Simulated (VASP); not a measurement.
# InP (I-4m2) in VASP: a series of runs

InP is run at these levels: PBE; tasks: single point.

All numbers are computed with VASP 6.6.1; they aren't measurements. Logs are shortened: lines on timing, memory, paths and dates and some standing lists are left out, and cuts for length are marked.

### 1 The cell of the first run

It takes space group I-4m2 (No. 119, tetragonal). Conventional cell: a = 4.578 Å, b = 4.578 Å, c = 5.050 Å, α = 90.00°, β = 90.00°, γ = 90.00°. Within 3.4 Å of In (site symmetry -4m2) lie 4 P at 2.61 Å. P (site symmetry -4m2) has 4 In at 2.61 Å within 3.4 Å.

### 2 Single point, PBE

Input file INCAR:

```
PREC = Accurate ; ENCUT = 520
EDIFF = 1E-7 ; ISMEAR = 0
SIGMA = 0.05 ; LREAL = F
LASPH = T ; NELM = 100
ALGO = Normal ; ISIF = 2
LWAVE = F ; LCHARG = T
GGA = PE ; LELF = T
LVHAR = T ; NBANDS = 16
```

Input file KPOINTS:

```
Automatic mesh
0
Gamma
  12 12 12
```

Input file POSCAR:

```
InP
1.0
    0.0000000000      3.2373504496      2.5251333507
    3.2373504496      0.0000000000      2.5251333507
    3.2373504496      3.2373504496      0.0000000000
In P
1 1
Direct
    0.0000000000      0.0000000000      0.0000000000
    0.7500000000      0.7500000000      0.7500000000
```

Potentials or basis: VASP PAW PBE potentials, release 64 (In_d, P).

Run with:

```
cat potpaw_PBE.64/In_d/POTCAR potpaw_PBE.64/P/POTCAR > POTCAR
mpirun -np 1 vasp_std > vasp.out
```

OUTCAR:

```text
PREC = Accurate
   ENCUT = 520
   EDIFF = 1E-7
   ISMEAR = 0
   LREAL = F
   LASPH = T
   NELM = 100
   ISIF = 2
   GGA = PE

 ion  position               nearest neighbor table
   1  0.000  0.000  0.000-   2 2.61   2 2.61   2 2.61   2 2.61
   2  0.750  0.750  0.750-   1 2.61   1 2.61   1 2.61   1 2.61

  LATTYP: Found a body centered tetragonal cell.
 ALAT       =     4.5783049120
 C/A-ratio  =     1.1030865787

  Lattice vectors:

 A1 = (   0.0000000000,  -3.2373504496,  -2.5251333507)
 A2 = (   0.0000000000,   3.2373504496,  -2.5251333507)
 A3 = (   3.2373504496,   0.0000000000,   2.5251333507)

Analysis of symmetry for initial positions (statically):
=====================================================================
 Subroutine PRICEL returns:
 Original cell was already a primitive cell.

 Routine SETGRP: Setting up the symmetry group for a
 body centered tetragonal supercell.

 Subroutine GETGRP returns: Found  8 space group operations
 (whereof  8 operations were pure point group operations)
 out of a pool of 16 trial point group operations.

The static configuration has the point symmetry D_2d.

Analysis of symmetry for dynamics (positions and initial velocities):
=====================================================================
 Subroutine PRICEL returns:
 Original cell was already a primitive cell.

 Routine SETGRP: Setting up the symmetry group for a
 body centered tetragonal supercell.

 Subroutine GETGRP returns: Found  8 space group operations
 (whereof  8 operations were pure point group operations)
 out of a pool of 16 trial point group operations.

The dynamic configuration has the point symmetry D_2d.

 Subroutine INISYM returns: Found  8 space group operations
 (whereof  8 operations are pure point group operations),
 and found     1 'primitive' translations

----------------------------------------------------------------------------------------

                                     Primitive cell

  volume of cell :      52.9290

  direct lattice vectors                    reciprocal lattice vectors
     0.000000000  3.237350450  2.525133351    -0.154447289  0.154447289  0.198009345
[... 81 lines left out ...]
   LNONCOLLINEAR =      F non collinear calculations
   LSORBIT =      F    spin-orbit coupling
   LASPH  =      T    aspherical Exc in radial PAW
   ENCUT  =  520.0 eV  38.22 Ry    6.18 a.u.   7.63  7.63  8.51*2*pi/ulx,y,z
   NELM   =    100;   NELMIN=  2; NELMDL= -5     # of ELM steps
   EDIFF  = 0.1E-06   stopping-criterion for ELM
   LREAL  =      F    real-space projection
   EDIFFG = 0.1E-05   stopping-criterion for IOM
   NSW    =      0    number of steps for IOM
   IBRION =     -1    ionic relax: 0-MD 1-quasi-New 2-CG
   NFREE  =      0    steps in history (QN), initial steepest desc. (CG)
   ISIF   =      2    stress and relaxation
   ISYM   =      2    0-nonsym 1-usesym 2-fastsym
   POTIM  = 0.5000    time-step for ionic-motion
   TEBEG  =    0.0;   TEEND  =   0.0 temperature during run
   PSTRESS=    0.0 pullay stress
   NELECT =      18.0000    total number of electrons
   NUPDOWN=      -1.0000    fix difference up-down
   EMIN   =  10.00;   EMAX   =-10.00  energy-range for DOS
   EFERMI =   0.00;   METHOD = LEGACY
   ISMEAR =     0;   SIGMA  =   0.05  broadening in eV -4-tet -1-fermi 0-gaus
   EFERMI_NEDOS =   21; number of points for ismear=-14 and -15
   IALGO  =     38    algorithm
   IMIX   =      4    mixing-type and parameters
     AMIX     =   0.40;   BMIX     =  1.00
     AMIX_MAG =   1.60;   BMIX_MAG =  1.00
  volume/ion in A,a.u.               =      26.46       178.59
  Fermi-wavevector in a.u.,A,eV,Ry     =   1.142706  2.159401 17.766167  1.305776
  Thomas-Fermi vector in A             =   2.279403
   LORBIT       =      0    0 simple, 1 ext, 2 COOP (PROOUT), +10 PAW based schemes
   GGA     = PE    functional components
   LHFCALC =     F    Hartree Fock is set to
   AEXX    =    0.0000 exact exchange contribution
   IVDW    =     0    specifies the selected vdW correction
   LEPSILON=     F    determine dielectric tensor
   LRPA    =     F    only Hartree local field effects (RPA)
 non-spin polarized calculation
 Gauss-broadening in eV      SIGMA  =   0.05
  energy-cutoff  :      520.00
  volume of cell :       52.93
 maximum number of plane-waves:      1457
   NGX = 15   NGY = 15   NGZ = 17

 number of electron      17.9999999 magnetization

 Free energy of the ion-electron system (eV)
  ---------------------------------------------------
  ext. energy  EPLUGINS =         0.00000000
  ---------------------------------------------------
  free energy    TOTEN  =        -8.20517536 eV

  energy without entropy =       -8.20517242  energy(sigma->0) =       -8.20517389

 E-fermi :   5.0545     XC(G=0):  -9.1277

 val. band max:        4.9581385785   @ k =   0.0833   0.0000   0.0833
 cond. band min:       5.1334596895   @ k =   0.0000   0.0000   0.0000
 fundamental gap:      0.1753211109
 Fermi energy:         5.0545375488

 k-point     1 :       0.0000    0.0000    0.0000
  band No.  band energies     occupation
      1      -9.4884      2.00000
      2      -9.4884      2.00000
      3      -9.4087      2.00000
      4      -9.3963      2.00000
      5      -9.3388      2.00000
      6      -6.4071      2.00000
[... 433 lines left out ...]
      3      -9.4206      2.00000
      4      -9.3982      2.00000
      5      -9.3023      2.00000
      6      -4.7162      2.00000
[... 8 lines left out ...]
     15      14.6945      0.00000
     16      15.6456      0.00000

 [... further k-points ...]

------------------------ aborting loop because EDIFF is reached ----------------------------------------

  FORCE on cell =-STRESS in cart. coord.  units (eV):
  Direction    XX          YY          ZZ          XY          YZ          ZX
  --------------------------------------------------------------------------------------
  -------------------------------------------------------------------------------------
  Total       -1.1433512     -1.1433512      0.9509661      0.0000000      0.0000000      0.0000000
  in kB      -34.6095914    -34.6095914     28.7860360      0.0000000      0.0000000      0.0000000
  external PRESSURE =     -13.4777156 kB  Pullay stress =       0.0000000 kB

 VOLUME and BASIS-vectors are now :
 -----------------------------------------------------------------------------
  energy-cutoff  :      520.00
  volume of cell :       52.93
      direct lattice vectors                 reciprocal lattice vectors
     0.000000000  3.237350450  2.525133351    -0.154447289  0.154447289  0.198009345
     3.237350450  0.000000000  2.525133351     0.154447289 -0.154447289  0.198009345
     3.237350450  3.237350450  0.000000000     0.154447289  0.154447289 -0.198009345

 POSITION                                       TOTAL-FORCE (eV/Angst)
 -----------------------------------------------------------------------------------
      0.00000      0.00000      0.00000        -0.000000     -0.000000      0.000000
      4.85603      4.85603      3.78770         0.000000      0.000000     -0.000000
 -----------------------------------------------------------------------------------
    total drift:                               -0.000001     -0.000001     -0.000004

  FREE ENERGIE OF THE ION-ELECTRON SYSTEM (eV)
  ---------------------------------------------------
  free  energy   TOTEN  =        -8.2051753593 eV

  energy  without entropy=       -8.2051724207  energy(sigma->0) =       -8.20517389
```

OSZICAR:

```text
N       E                     dE             d eps       ncg     rms          rms(c)
DAV:   1     0.111072600099E+03    0.11107E+03   -0.83577E+03  5240   0.122E+03
DAV:   2    -0.116627031997E+01   -0.11224E+03   -0.10741E+03  5864   0.295E+02
DAV:   3    -0.841773555042E+01   -0.72515E+01   -0.72157E+01  6776   0.736E+01
DAV:   4    -0.860870496663E+01   -0.19097E+00   -0.19092E+00  6576   0.132E+01
DAV:   5    -0.861806585344E+01   -0.93609E-02   -0.93608E-02  7784   0.247E+00    0.499E+00
DAV:   6    -0.822812223459E+01    0.38994E+00   -0.66662E-01  8048   0.122E+01    0.300E+00
DAV:   7    -0.820500386994E+01    0.23118E-01   -0.14316E-01  7184   0.280E+00    0.116E+00
DAV:   8    -0.820459143650E+01    0.41243E-03   -0.13474E-02  6576   0.133E+00    0.263E-01
DAV:   9    -0.820507943358E+01   -0.48800E-03   -0.14882E-03  7024   0.439E-01    0.158E-01
DAV:  10    -0.820512901134E+01   -0.49578E-04   -0.16942E-04  7944   0.122E-01    0.951E-02
DAV:  11    -0.820517251848E+01   -0.43507E-04   -0.46001E-05  6312   0.528E-02    0.112E-02
DAV:  12    -0.820517498184E+01   -0.24634E-05   -0.84287E-06  7024   0.415E-02    0.115E-02
DAV:  13    -0.820517519546E+01   -0.21362E-06   -0.72275E-07  6168   0.552E-03    0.937E-03
DAV:  14    -0.820517536986E+01   -0.17439E-06   -0.21674E-07  6736   0.427E-03    0.151E-03
DAV:  15    -0.820517535929E+01    0.10567E-07   -0.12220E-08  3664   0.987E-04
   1 F= -.82051754E+01 E0= -.82051739E+01  d E =-.293856E-05
```

stdout:

```text
POSCAR found type information on POSCAR InP
 POSCAR found :  2 types and       2 ions
 scaLAPACK will be used
 LDA part: xc-table for (Slater+PW92), standard interpolation
 POSCAR, INCAR and KPOINTS ok, starting setup
 FFT: planning ... GRIDC
 FFT: planning ... GRID_SOFT
 FFT: planning ... GRID
 WAVECAR not read
 entering main loop
```

Run time: 3.1 min. Hardware: 1 thread of Intel Xeon 8259CL, shared host; peak memory 0.28 GiB.

What came out:

- Free energy: -8.2052 eV
- Pressure: -1.3 GPa
- Band gap on the k mesh: 0.18 eV (least direct gap 0.29 eV)

Stress tensor (GPa, compression positive):
```
-3.46  0.00  0.00
 0.00 -3.46  0.00
 0.00  0.00  2.88
```

Levels at points of the mesh, in eV from the valence-band top:
```
           k point  band 6  band 7  band 8  band 9  band 10  band 11  band 12  band 13
(0.00, 0.00, 0.00)  -11.37   -0.60   -0.60   -0.12     0.18     3.88     4.27     4.27
(0.50, 0.00, 0.00)   -9.82   -5.66   -1.77   -0.64     0.53     3.82     5.67     7.06
(0.50, 0.50, 0.00)   -8.82   -4.80   -3.16   -3.16     0.60     1.06     8.79     8.79
(0.50, 0.00, 0.50)   -9.51   -6.18   -1.86   -1.73     2.05     2.80     7.31     7.46
```

Caveat: spin-orbit coupling is left out, which moves the levels of the heavy elements. A k mesh can miss the band edges.

### 3 Single point, PBE

This run uses another cell than the first one, of the same volume but with other edges.

Input file INCAR:

```
SYSTEM = InP
PREC = Accurate
ENCUT = 520
EDIFF = 1E-6
ISMEAR = 0
SIGMA = 0.05
LREAL = .FALSE.
LASPH = .TRUE.
NELM = 100
ALGO = Normal
ISIF = 2
LWAVE = .FALSE.
LCHARG = .FALSE.
GGA = PE
NBANDS = 16
```

Input file KPOINTS:

```
regular mesh
0
G
  12 12 12
  0 0 0
```

Input file POSCAR:

```
InP
1.0
    0.0000000000      2.7304871182      3.5496332537
    2.7304871182      0.0000000000      3.5496332537
    2.7304871182      2.7304871182      0.0000000000
In P
1 1
Direct
    0.0000000000      0.0000000000      0.0000000000
    0.7500000000      0.7500000000      0.7500000000
```

Potentials or basis: VASP PAW PBE potentials, release 64 (In_d, P).

Run with:

```
cat potpaw_PBE.64/In_d/POTCAR potpaw_PBE.64/P/POTCAR > POTCAR
mpirun -np 1 vasp_std > vasp.out
```

It took 3.3 min on 1 thread of Intel Xeon 8259CL, shared host; peak memory 0.28 GiB.

The run converged. Its results:

- Free energy: -7.9946 eV
- Pressure: -0.9 GPa
- Band gap on the k mesh: zero (bands 9 and 10 overlap by 0.02 eV)

Stress tensor (GPa, compression positive):
```
  4.30   0.00   0.00
  0.00   4.30   0.00
  0.00   0.00 -11.40
```

Levels at points of the mesh, in eV from the Fermi level:
```tsv
k point	band 5	band 6	band 7	band 8	band 9	band 10	band 11	band 12	band 13	band 14
(0.00, 0.00, 0.00)	-14.59	-11.59	-1.67	-0.68	0.00	0.00	3.75	3.75	4.20	6.21
(0.50, 0.00, 0.00)	-14.54	-10.04	-5.90	-2.25	-0.41	-0.02	4.52	5.26	6.42	8.23
(0.50, 0.50, 0.00)	-14.58	-10.03	-6.98	-1.55	-1.55	2.45	3.21	6.61	8.54	8.54
(0.50, 0.00, 0.50)	-14.53	-9.20	-5.39	-2.94	-2.91	0.92	1.03	6.57	7.17	7.97
```

Caveat: semilocal functionals underestimate gaps, so a narrow gap can read as zero; spin-orbit coupling is left out, which moves the levels of the heavy elements.

[end of part 1 of 2]
